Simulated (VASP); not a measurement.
# BP (zincblende type) (F-43m) in VASP: notebook

BP (zincblende type) is run at these levels: LDA; tasks: single point.

Program: VASP 6.6.1. These are calculated values, not measurements. Logs are shortened: lines on timing, memory, paths and dates and some standing lists are left out, and cuts for length are marked.

### Step 1. The cell of the first run

It takes space group F-43m (No. 216, cubic). The conventional cell has a = 3.869 Å, b = 3.869 Å, c = 3.869 Å, α = 90.00°, β = 90.00°, γ = 90.00°. Within 2.2 Å of B (site symmetry -43m) lie 4 P at 1.68 Å. Within 2.2 Å of P (site symmetry -43m) lie 4 B at 1.68 Å.

### Step 2. Single point, LDA (volume scaled by 0.64)

Input file INCAR:

```
SYSTEM = BP
PREC = Accurate ; ENCUT = 520
EDIFF = 1E-7 ; ISMEAR = -1
SIGMA = 0.08 ; LREAL = .FALSE.
LASPH = .TRUE. ; NELM = 100
ALGO = Normal ; ISIF = 2
LWAVE = .FALSE. ; LCHARG = .FALSE.
NBANDS = 11
```

Input file KPOINTS:

```
regular mesh
0
G
  15 15 15
  0 0 0
```

Input file POSCAR:

```
BP
1.0
    0.0000000000      1.9347179337      1.9347179337
    1.9347179337      0.0000000000      1.9347179337
    1.9347179337      1.9347179337      0.0000000000
B P
1 1
Direct
    0.0000000000      0.0000000000      0.0000000000
    0.2500000000      0.2500000000      0.2500000000
```

Potentials or basis: VASP PAW LDA potentials, release 64 (B, P).

Run with:

```sh
cat potpaw_LDA.64/B/POTCAR potpaw_LDA.64/P/POTCAR > POTCAR
mpirun -np 1 vasp_std > vasp.out
```

OUTCAR:

```text
SYSTEM = BP
   PREC = Accurate
   ENCUT = 520
   EDIFF = 1E-7
   ISMEAR = -1
   LREAL = .FALSE.
   LASPH = .TRUE.
   NELM = 100
   ISIF = 2

 ion  position               nearest neighbor table
   1  0.000  0.000  0.000-   2 1.68   2 1.68   2 1.68   2 1.68
   2  0.250  0.250  0.250-   1 1.68   1 1.68   1 1.68   1 1.68

  LATTYP: Found a face centered cubic cell.
 ALAT       =     3.8694358674

  Lattice vectors:

 A1 = (   0.0000000000,   1.9347179337,   1.9347179337)
 A2 = (   1.9347179337,   0.0000000000,   1.9347179337)
 A3 = (   1.9347179337,   1.9347179337,   0.0000000000)

Analysis of symmetry for initial positions (statically):
=====================================================================
 Subroutine PRICEL returns:
 Original cell was already a primitive cell.

 Routine SETGRP: Setting up the symmetry group for a
 face centered cubic supercell.

 Subroutine GETGRP returns: Found 24 space group operations
 (whereof 24 operations were pure point group operations)
 out of a pool of 48 trial point group operations.

The static configuration has the point symmetry T_d .

Analysis of symmetry for dynamics (positions and initial velocities):
=====================================================================
 Subroutine PRICEL returns:
 Original cell was already a primitive cell.

 Routine SETGRP: Setting up the symmetry group for a
 face centered cubic supercell.

 Subroutine GETGRP returns: Found 24 space group operations
 (whereof 24 operations were pure point group operations)
 out of a pool of 48 trial point group operations.

The dynamic configuration has the point symmetry T_d .

 Subroutine INISYM returns: Found 24 space group operations
 (whereof 24 operations are pure point group operations),
 and found     1 'primitive' translations

----------------------------------------------------------------------------------------

                                     Primitive cell

  volume of cell :      14.4838

  direct lattice vectors                    reciprocal lattice vectors
     0.000000000  1.934717934  1.934717934    -0.258435605  0.258435605  0.258435605
     1.934717934  0.000000000  1.934717934     0.258435605 -0.258435605  0.258435605
     1.934717934  1.934717934  0.000000000     0.258435605  0.258435605 -0.258435605

  length of vectors
     2.736104341  2.736104341  2.736104341     0.447623599  0.447623599  0.447623599

  position of ions in fractional coordinates (direct lattice)
     0.000000000  0.000000000  0.000000000
     0.250000000  0.250000000  0.250000000

  ion indices of the primitive-cell ions
[... 84 lines left out ...]
   TEBEG  =    0.0;   TEEND  =   0.0 temperature during run
   PSTRESS=    0.0 pullay stress
   NELECT =       8.0000    total number of electrons
   NUPDOWN=      -1.0000    fix difference up-down
   EMIN   =  10.00;   EMAX   =-10.00  energy-range for DOS
   EFERMI =   0.00;   METHOD = LEGACY
   ISMEAR =    -1;   SIGMA  =   0.08  broadening in eV -4-tet -1-fermi 0-gaus
   EFERMI_NEDOS =   21; number of points for ismear=-14 and -15
   IALGO  =     38    algorithm
   IMIX   =      4    mixing-type and parameters
     AMIX     =   0.40;   BMIX     =  1.00
     AMIX_MAG =   1.60;   BMIX_MAG =  1.00
  volume/ion in A,a.u.               =       7.24        48.87
  Fermi-wavevector in a.u.,A,eV,Ry     =   1.343210  2.538298 24.547801  1.804212
  Thomas-Fermi vector in A             =   2.471302
   LORBIT       =      0    0 simple, 1 ext, 2 COOP (PROOUT), +10 PAW based schemes
   GGA     = CA    functional components
   LHFCALC =     F    Hartree Fock is set to
   AEXX    =    0.0000 exact exchange contribution
   IVDW    =     0    specifies the selected vdW correction
   LEPSILON=     F    determine dielectric tensor
   LRPA    =     F    only Hartree local field effects (RPA)
 non-spin polarized calculation
  energy-cutoff  :      520.00
  volume of cell :       14.48
 maximum number of plane-waves:       397
   NGX = 11   NGY = 11   NGZ = 11

 number of electron       7.9999999 magnetization

 Free energy of the ion-electron system (eV)
  ---------------------------------------------------
  ext. energy  EPLUGINS =         0.00000000
  ---------------------------------------------------
  free energy    TOTEN  =       -11.23749888 eV

  energy without entropy =      -11.23716827  energy(sigma->0) =      -11.23733357

 E-fermi :  14.2120     XC(G=0): -13.1816

 val. band max:       13.9983657013   @ k =   0.0000   0.0000   0.0000
 cond. band min:      14.3756632796   @ k =   0.4667   0.4667   0.0000
 fundamental gap:      0.3772975784
 Fermi energy:        14.2120134781

 k-point     1 :       0.0000    0.0000    0.0000
  band No.  band energies     occupation
      1      -6.0911      2.00000
      2      13.9984      1.87054
      3      13.9984      1.87054
      4      13.9984      1.87054
      5      18.9031      0.00000
      6      18.9031      0.00000
      7      18.9031      0.00000
      8      28.0356      0.00000
      9      28.0356      0.00000
     10      28.5986      0.00000
     11      30.7187      0.00000
[... 309 lines left out ...]
 k-point    24 :       0.2000    0.1333    0.0000
  band No.  band energies     occupation
      1      -5.0695      2.00000
      2      10.7801      2.00000
      3      11.6028      2.00000
      4      12.7016      2.00000
      5      17.5962      0.00000
      6      21.8596      0.00000
      7      22.2598      0.00000
      8      22.3696      0.00000
      9      28.7103      0.00000
     10      30.3496      0.00000
     11      33.1830      0.00000

 [... further k-points ...]

------------------------ aborting loop because EDIFF is reached ----------------------------------------

  FORCE on cell =-STRESS in cart. coord.  units (eV):
  Direction    XX          YY          ZZ          XY          YZ          ZX
  --------------------------------------------------------------------------------------
  -------------------------------------------------------------------------------------
  Total       15.8438815     15.8438815     15.8438815     -0.0000000      0.0000000     -0.0000000
  in kB     1752.6257980   1752.6257980   1752.6257980     -0.0000000      0.0000000     -0.0000000
  external PRESSURE =    1752.6257980 kB  Pullay stress =       0.0000000 kB

 VOLUME and BASIS-vectors are now :
 -----------------------------------------------------------------------------
  energy-cutoff  :      520.00
  volume of cell :       14.48
      direct lattice vectors                 reciprocal lattice vectors
     0.000000000  1.934717934  1.934717934    -0.258435605  0.258435605  0.258435605
     1.934717934  0.000000000  1.934717934     0.258435605 -0.258435605  0.258435605
     1.934717934  1.934717934  0.000000000     0.258435605  0.258435605 -0.258435605

 POSITION                                       TOTAL-FORCE (eV/Angst)
 -----------------------------------------------------------------------------------
      0.00000      0.00000      0.00000        -0.000000     -0.000000     -0.000000
      0.96736      0.96736      0.96736         0.000000      0.000000      0.000000
 -----------------------------------------------------------------------------------
    total drift:                               -0.000000     -0.000000      0.000000

  FREE ENERGIE OF THE ION-ELECTRON SYSTEM (eV)
  ---------------------------------------------------
  free  energy   TOTEN  =       -11.2374988787 eV

  energy  without entropy=      -11.2371682691  energy(sigma->0) =      -11.23733357
```

It took 8.7 s on 1 thread of Intel Xeon 6975P-C (Granite Rapids), shared host; peak memory 0.12 GiB.

Results:

```yaml
Free_energy: -11.2375 eV
Pressure: 175.3 GPa
Band_gap_on_the_k_mesh: 0.38 eV, indirect (least direct gap 4.75 eV)
```

Caveat: the cell differs from its parent crystal (volume scaled by 0.64). A k mesh can miss the band edges.

### Step 3. Single point, LDA (volume scaled by 0.72)

Input file INCAR:

```
PREC = Accurate
ENCUT = 520
EDIFF = 1E-6
ISMEAR = -1
SIGMA = 0.08
LREAL = False
LASPH = True
NELM = 60
ALGO = Normal
ISIF = 2
LWAVE = False
LCHARG = True
LELF = True
LVHAR = True
NBANDS = 11
```

Input file KPOINTS:

```
Automatic mesh
0
Gamma
  15 15 15
```

Input file POSCAR:

```
BP
1.0
    0.0000000000      2.0121877381      2.0121877381
    2.0121877381      0.0000000000      2.0121877381
    2.0121877381      2.0121877381      0.0000000000
B P
1 1
Direct
    0.0000000000      0.0000000000      0.0000000000
    0.2500000000      0.2500000000      0.2500000000
```

Potentials or basis: VASP PAW LDA potentials, release 64 (B, P).

Run with:

```sh
cat potpaw_LDA.64/B/POTCAR potpaw_LDA.64/P/POTCAR > POTCAR
mpirun -np 1 vasp_std > vasp.out
```

Wall time 7.8 s (1 thread of Intel Xeon 6975P-C (Granite Rapids), shared host); peak memory 0.13 GiB.

Results (log left out):

```
Free energy            : -12.7921 eV
Pressure               : 104.8 GPa
Band gap on the k mesh : 0.59 eV, indirect (least direct gap 4.31 eV)
```

Levels at points of the mesh, in eV from the valence-band top:
```
           k point  band 1  band 2  band 3  band 4  band 5  band 6  band 7  band 8
(0.00, 0.00, 0.00)  -18.86    0.00    0.00    0.00    4.33    4.33    4.33   13.05
```

Caveat: the cell differs from its parent crystal (volume scaled by 0.72). A k mesh can miss the band edges.

### Step 4. Single point, LDA (volume scaled by 0.8)

Input file INCAR:

```
ALGO = Normal
EDIFF = 1E-7
ENCUT = 520
ISIF = 2
ISMEAR = -1
LASPH = T
LCHARG = F
LREAL = F
LWAVE = F
NBANDS = 11
NELM = 60
PREC = Accurate
SIGMA = 0.08
```

Input file KPOINTS:

```
k-points
0
Gamma
  15 15 15
```

Input file POSCAR:

```
BP
1.0
    0.0000000000      2.0841117159      2.0841117159
    2.0841117159      0.0000000000      2.0841117159
    2.0841117159      2.0841117159      0.0000000000
B P
1 1
Direct
    0.0000000000      0.0000000000      0.0000000000
    0.2500000000      0.2500000000      0.2500000000
```

Run with:

```sh
cat potpaw_LDA.64/B/POTCAR potpaw_LDA.64/P/POTCAR > POTCAR
mpirun -np 1 vasp_std > vasp.out
```

Wall time 7.8 s (1 thread of Intel Xeon 6975P-C (Granite Rapids), shared host); peak memory 0.13 GiB.

It converged, with:

| Quantity | Value |
| --- | --- |
| Free energy | -13.6998 eV |
| Pressure | 58.9 GPa |
| Band gap on the k mesh | 0.80 eV, indirect (least direct gap 3.95 eV) |

Levels at points of the mesh, in eV from the valence-band top:
```
           k point  band 2  band 3  band 4  band 5  band 6  band 7
(0.00, 0.00, 0.00)    0.00    0.00    0.00    3.95    3.95    3.95
```

Caveat: the cell differs from its parent crystal (volume scaled by 0.8). A k mesh can miss the band edges.

### Step 5. Single point, LDA (volume scaled by 0.88)

Input file INCAR:

```
ALGO = Normal
EDIFF = 1E-7
ENCUT = 520
ISIF = 2
ISMEAR = -1
LASPH = True
LCHARG = False
LREAL = False
LWAVE = False
NBANDS = 11
NELM = 100
PREC = Accurate
SIGMA = 0.08
```

KPOINTS is that of step 4.

Input file POSCAR:

```
BP
1.0
    0.0000000000      2.1513870828      2.1513870828
    2.1513870828      0.0000000000      2.1513870828
    2.1513870828      2.1513870828      0.0000000000
B P
1 1
Direct
    0.0000000000      0.0000000000      0.0000000000
    0.2500000000      0.2500000000      0.2500000000
```

Potentials or basis: VASP PAW LDA potentials, release 64 (B, P).

Run with:

```sh
cat potpaw_LDA.64/B/POTCAR potpaw_LDA.64/P/POTCAR > POTCAR
mpirun -np 1 vasp_std > vasp.out
```

OUTCAR:

```text
EDIFF = 1E-7
   ENCUT = 520
   ISIF = 2
   ISMEAR = -1
   LASPH = True
   LREAL = False
   NELM = 100
   PREC = Accurate

 ion  position               nearest neighbor table
   1  0.000  0.000  0.000-   2 1.86   2 1.86   2 1.86   2 1.86
   2  0.250  0.250  0.250-   1 1.86   1 1.86   1 1.86   1 1.86

  LATTYP: Found a face centered cubic cell.
 ALAT       =     4.3027741656

  Lattice vectors:

 A1 = (   0.0000000000,   2.1513870828,   2.1513870828)
 A2 = (   2.1513870828,   0.0000000000,   2.1513870828)
 A3 = (   2.1513870828,   2.1513870828,   0.0000000000)

[... 511 lines left out ...]
      8      16.9317      0.00000
      9      21.9506      0.00000
     10      22.6331      0.00000
     11      24.3348      0.00000

 [... further k-points ...]
[... 5 lines left out ...]
  --------------------------------------------------------------------------------------
  -------------------------------------------------------------------------------------
  Total        3.5190768      3.5190768      3.5190768     -0.0000000     -0.0000000      0.0000000
  in kB      283.1089897    283.1089897    283.1089897     -0.0000000     -0.0000000      0.0000000
  external PRESSURE =     283.1089897 kB  Pullay stress =       0.0000000 kB

 VOLUME and BASIS-vectors are now :
 -----------------------------------------------------------------------------
  energy-cutoff  :      520.00
  volume of cell :       19.92
      direct lattice vectors                 reciprocal lattice vectors
     0.000000000  2.151387083  2.151387083    -0.232408200  0.232408200  0.232408200
     2.151387083  0.000000000  2.151387083     0.232408200 -0.232408200  0.232408200
     2.151387083  2.151387083  0.000000000     0.232408200  0.232408200 -0.232408200

 POSITION                                       TOTAL-FORCE (eV/Angst)
 -----------------------------------------------------------------------------------
      0.00000      0.00000      0.00000        -0.000000     -0.000000     -0.000000
      1.07569      1.07569      1.07569         0.000000      0.000000      0.000000
 -----------------------------------------------------------------------------------
    total drift:                               -0.000000     -0.000000      0.000000

  FREE ENERGIE OF THE ION-ELECTRON SYSTEM (eV)
  ---------------------------------------------------
  free  energy   TOTEN  =       -14.1818887909 eV

  energy  without entropy=      -14.1818695551  energy(sigma->0) =      -14.18187917
```

OSZICAR:

```text
N       E                     dE             d eps       ncg     rms          rms(c)
DAV:   1     0.819329332553E+01    0.81933E+01   -0.41388E+03  2648   0.666E+02
DAV:   2    -0.148804058119E+02   -0.23074E+02   -0.22024E+02  3478   0.116E+02
DAV:   3    -0.154267231783E+02   -0.54632E+00   -0.54523E+00  3301   0.155E+01
DAV:   4    -0.154284579461E+02   -0.17348E-02   -0.17346E-02  3065   0.103E+00
DAV:   5    -0.154284651294E+02   -0.71833E-05   -0.71832E-05  3267   0.649E-02    0.923E+00
DAV:   6    -0.143707439889E+02    0.10577E+01   -0.21286E+00  3039   0.684E+00    0.483E+00
DAV:   7    -0.141954890181E+02    0.17525E+00   -0.45713E-01  3306   0.341E+00    0.148E+00
DAV:   8    -0.141818360604E+02    0.13653E-01   -0.37187E-02  3139   0.112E+00    0.276E-01
DAV:   9    -0.141818954394E+02   -0.59379E-04   -0.79659E-04  3078   0.208E-01    0.203E-01
DAV:  10    -0.141818871298E+02    0.83096E-05   -0.11771E-04  2931   0.616E-02    0.390E-02
DAV:  11    -0.141818891513E+02   -0.20216E-05   -0.93853E-06  3236   0.156E-02    0.528E-02
DAV:  12    -0.141818887894E+02    0.36193E-06   -0.23660E-06  3101   0.689E-03    0.222E-02
DAV:  13    -0.141818887909E+02   -0.14561E-08   -0.54505E-08  1683   0.167E-03
   1 F= -.14181889E+02 E0= -.14181879E+02  d E =-.192358E-04
```

stdout:

```text
POSCAR found type information on POSCAR B P
 POSCAR found :  2 types and       2 ions
 scaLAPACK will be used
 LDA part: xc-table for (Slater(with rela. corr.)+CA(PZ))
 , standard interpolation
 POSCAR, INCAR and KPOINTS ok, starting setup
 FFT: planning ... GRIDC
 FFT: planning ... GRID_SOFT
 FFT: planning ... GRID
 WAVECAR not read
 entering main loop
```

It took 7.8 s on 1 thread of Intel Xeon 6975P-C (Granite Rapids), shared host; peak memory 0.13 GiB.

Results:

```yaml
Free_energy: -14.1819 eV
Pressure: 28.3 GPa
Band_gap_on_the_k_mesh: 0.98 eV, indirect (least direct gap 3.69 eV)
```

Levels at points of the mesh, in eV from the valence-band top:
```csv
k point,band 1,band 2,band 3,band 4,band 5,band 6,band 7,band 8
"(0.00, 0.00, 0.00)",-16.86,0.00,0.00,0.00,3.69,3.69,3.69,9.91
```

Caveat: the cell differs from its parent crystal (volume scaled by 0.88).

### Step 6. Single point, LDA

This run uses another cell than the first one, of 11.32 Å³/atom, 1.563 times its volume.

Input file INCAR:

```
SYSTEM = BP
ALGO = Normal
EDIFF = 1E-6
ENCUT = 520
ISIF = 2
ISMEAR = -1
LASPH = .True.
LCHARG = .True.
LELF = .True.
LREAL = .False.
LVHAR = .True.
LWAVE = .False.
NBANDS = 11
NELM = 100
PREC = Accurate
SIGMA = 0.08
```

Input file KPOINTS:

```
k-points
0
Gamma
  15 15 15
  0 0 0
```

Input file POSCAR:

```
BP
1.0
    0.0000000000      2.2450412894      2.2450412894
    2.2450412894      0.0000000000      2.2450412894
    2.2450412894      2.2450412894      0.0000000000
B P
1 1
Direct
    0.0000000000      0.0000000000      0.0000000000
    0.2500000000      0.2500000000      0.2500000000
```

Potentials or basis: VASP PAW LDA potentials, release 64 (B, P).

Run with:

```sh
cat potpaw_LDA.64/B/POTCAR potpaw_LDA.64/P/POTCAR > POTCAR
mpirun -np 1 vasp_std > vasp.out
```

Run time: 7 s. Hardware: 1 thread of Intel Xeon 6975P-C (Granite Rapids), shared host; peak memory 0.14 GiB.

Results (log left out):

- Free energy: -14.3997 eV
- Pressure: -0.1 GPa
- Band gap on the k mesh: 1.15 eV, indirect (least direct gap 3.43 eV)

Levels at points of the mesh, in eV from the valence-band top:
```tsv
k point	band 2	band 3	band 4	band 5	band 6	band 7
(0.00, 0.00, 0.00)	0.00	0.00	0.00	3.43	3.43	3.43
```

A k mesh can miss the band edges. LDA gaps usually lie below the measured ones, often by a third to a half.

### Step 7. The runs side by side

| cell | gap on the mesh (eV) | pressure (GPa) |
| --- | --- | --- |
| a = 2.736 Å, angles 60.0°, 2 atoms | 0.38 | 175.3 |
| a = 2.846 Å, angles 60.0°, 2 atoms | 0.59 | 104.8 |
| a = 2.947 Å, angles 60.0°, 2 atoms | 0.80 | 58.9 |
| a = 3.043 Å, angles 60.0°, 2 atoms | 0.98 | 28.3 |
| a = 3.175 Å, angles 60.0°, 2 atoms | 1.15 | -0.1 |

Alike in all rows: task single point; level LDA; potentials or basis VASP PAW LDA potentials, release 64 (B, P); no spin polarisation; k mesh 15 × 15 × 15; cutoff (eV) 520; smearing fermi-dirac 0.08 eV.

Total energies depend on the potentials used, so only differences within one code and one set of settings carry meaning.
